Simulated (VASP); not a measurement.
# MgO (I4mm) in VASP: further runs, part 2 of 2

VASP 6.6.1.

### 3 Single point, PBEsol

This run uses another cell than the first one, of 9.36 Å³/atom, 0.929 times its volume.

Contents of INCAR:

```
  PREC = Accurate
  ENCUT = 600
  EDIFF = 1E-6
  ISMEAR = -4
  SIGMA = 0.05
  LREAL = F
  LASPH = T
  NELM = 120
  ALGO = Normal
  ISIF = 2
  LWAVE = F
  LCHARG = F
  GGA = PS
  NBANDS = 11
  GGA_COMPAT = F
```

Contents of KPOINTS:

```
regular mesh
0
Gamma
  10 10 10
```

Contents of POSCAR:

```
MgO
1.0
    0.0000000000      2.1075959641      2.1075959641
    2.1075959641      0.0000000000      2.1075959641
    2.1075959641      2.1075959641      0.0000000000
Mg O
1 1
Direct
    0.0189270304      0.0189270304     -0.0189270304
    0.4712468609      0.4712468609      0.5287531391
```

Potentials or basis: VASP PAW PBE potentials, release 64 (Mg, O).

On the command line:

```console
cat potpaw_PBE.64/Mg/POTCAR potpaw_PBE.64/O/POTCAR > POTCAR
mpirun -np 1 vasp_std > vasp.out
```

OUTCAR:

```text
PREC = Accurate
   ENCUT = 600
   EDIFF = 1E-6
   ISMEAR = -4
   LREAL = F
   LASPH = T
   NELM = 120
   ISIF = 2
   GGA = PS

 ion  position               nearest neighbor table
   1  0.019  0.019  0.981-   2 1.91   2 2.12   2 2.12   2 2.12   2 2.12   2 2.31
   2  0.471  0.471  0.529-   1 1.91   1 2.12   1 2.12   1 2.12   1 2.12   1 2.31

  LATTYP: Found a face centered cubic cell.
 ALAT       =     4.2151919282

  Lattice vectors:

 A1 = (   0.0000000000,   2.1075959641,   2.1075959641)
 A2 = (   2.1075959641,   0.0000000000,   2.1075959641)
 A3 = (   2.1075959641,   2.1075959641,   0.0000000000)

Analysis of symmetry for initial positions (statically):
=====================================================================
 Subroutine PRICEL returns:
 Original cell was already a primitive cell.

 Routine SETGRP: Setting up the symmetry group for a
 face centered cubic supercell.

 Subroutine GETGRP returns: Found  8 space group operations
 (whereof  8 operations were pure point group operations)
 out of a pool of 48 trial point group operations.

The static configuration has the point symmetry C_4v.

Analysis of symmetry for dynamics (positions and initial velocities):
=====================================================================
 Subroutine PRICEL returns:
 Original cell was already a primitive cell.

 Routine SETGRP: Setting up the symmetry group for a
 face centered cubic supercell.

 Subroutine GETGRP returns: Found  8 space group operations
 (whereof  8 operations were pure point group operations)
 out of a pool of 48 trial point group operations.

The dynamic configuration has the point symmetry C_4v.

 Subroutine INISYM returns: Found  8 space group operations
 (whereof  8 operations are pure point group operations),
 and found     1 'primitive' translations

----------------------------------------------------------------------------------------
[... 121 lines left out ...]
   LHFCALC =     F    Hartree Fock is set to
   AEXX    =    0.0000 exact exchange contribution
   IVDW    =     0    specifies the selected vdW correction
   LEPSILON=     F    determine dielectric tensor
   LRPA    =     F    only Hartree local field effects (RPA)
 non-spin polarized calculation
 Fermi weights with tetrahedron method witout Bloechl corrections
  energy-cutoff  :      600.00
  volume of cell :       18.72
 maximum number of plane-waves:       636
   NGX = 11   NGY = 11   NGZ = 11

 number of electron       7.9999998 magnetization

 Free energy of the ion-electron system (eV)
  ---------------------------------------------------
  ext. energy  EPLUGINS =         0.00000000
  ---------------------------------------------------
  free energy    TOTEN  =       -12.39072881 eV

  energy without entropy =      -12.39072881  energy(sigma->0) =      -12.39072881

 E-fermi :   3.1275     XC(G=0): -11.2836

 val. band max:        3.0086056643   @ k =   0.0000   0.0000   0.0000
 cond. band min:       7.6131721119   @ k =   0.0000   0.0000   0.0000
 fundamental gap:      4.6045664477
 Fermi energy:         3.1274580238

 k-point     1 :       0.0000    0.0000    0.0000
  band No.  band energies     occupation
      1     -14.1640      2.00000
      2       2.9579      2.00000
      3       3.0086      2.00000
      4       3.0086      2.00000
      5       7.6132      0.00000
      6      18.7397      0.00000
      7      18.8292      0.00000
      8      18.8292      0.00000
      9      22.4160      0.00000
     10      24.4158      0.00000
     11      24.5212      0.00000
[... 309 lines left out ...]
 k-point    24 :       0.0000   -0.1000    0.1000
  band No.  band energies     occupation
      1     -13.8900      2.00000
      2       1.6119      2.00000
      3       2.6748      2.00000
      4       2.8856      2.00000
      5       9.0319      0.00000
      6      16.3686      0.00000
      7      19.0781      0.00000
      8      19.4744      0.00000
      9      22.5623      0.00000
     10      23.8367      0.00000
     11      25.6147      0.00000

 [... further k-points ...]

------------------------ aborting loop because EDIFF is reached ----------------------------------------

  FORCE on cell =-STRESS in cart. coord.  units (eV):
  Direction    XX          YY          ZZ          XY          YZ          ZX
  --------------------------------------------------------------------------------------
  -------------------------------------------------------------------------------------
  Total       -0.1815512     -0.1815512      1.5829618      0.0000000      0.0000000      0.0000000
  in kB      -15.5352299    -15.5352299    135.4531030      0.0000000      0.0000000      0.0000000
  external PRESSURE =      34.7942144 kB  Pullay stress =       0.0000000 kB

 VOLUME and BASIS-vectors are now :
 -----------------------------------------------------------------------------
  energy-cutoff  :      600.00
  volume of cell :       18.72
      direct lattice vectors                 reciprocal lattice vectors
     0.000000000  2.107595964  2.107595964    -0.237237122  0.237237122  0.237237122
     2.107595964  0.000000000  2.107595964     0.237237122 -0.237237122  0.237237122
     2.107595964  2.107595964  0.000000000     0.237237122  0.237237122 -0.237237122

 POSITION                                       TOTAL-FORCE (eV/Angst)
 -----------------------------------------------------------------------------------
      2.10760      2.10760      0.07978         0.000000      0.000000     -1.406954
      2.10760      2.10760      1.98640         0.000000      0.000000      1.406954
 -----------------------------------------------------------------------------------
    total drift:                               -0.000000     -0.000000      0.000772

  FREE ENERGIE OF THE ION-ELECTRON SYSTEM (eV)
  ---------------------------------------------------
  free  energy   TOTEN  =       -12.3907288108 eV

  energy  without entropy=      -12.3907288108  energy(sigma->0) =      -12.39072881
```

Wall time 5.8 s (1 thread of Intel Xeon 6975P-C (Granite Rapids), shared host); peak memory 0.15 GiB.

Results:

| Quantity | Value |
| --- | --- |
| Free energy | -12.3907 eV |
| Pressure | 3.5 GPa |
| Largest force | 1.407 eV/Å |
| Band gap on the k mesh | 4.60 eV, direct |

Forces on the atoms (eV/Å):
```
Mg   0.000  0.000 -1.407
O    0.000  0.000  1.407
```

Levels at points of the mesh, in eV from the valence-band top:
```
           k point  band 1  band 2  band 3  band 4  band 5  band 6  band 7  band 8  band 9
(0.00, 0.00, 0.00)  -17.17   -0.05    0.00    0.00    4.60   15.73   15.82   15.82   19.41
(0.50, 0.00, 0.00)  -15.88   -4.63   -0.64   -0.62    7.77   12.33   16.15   16.29   20.64
(0.50, 0.50, 0.00)  -15.62   -4.05   -1.33   -1.33    8.97    9.60   13.02   18.88   18.88
(0.00, 0.50, 0.50)  -15.61   -4.10   -1.38   -1.34    9.08    9.67   13.00   18.76   19.10
```

Caveat: the PAW data sets were made with another functional, which shifts forces and pressure a little.
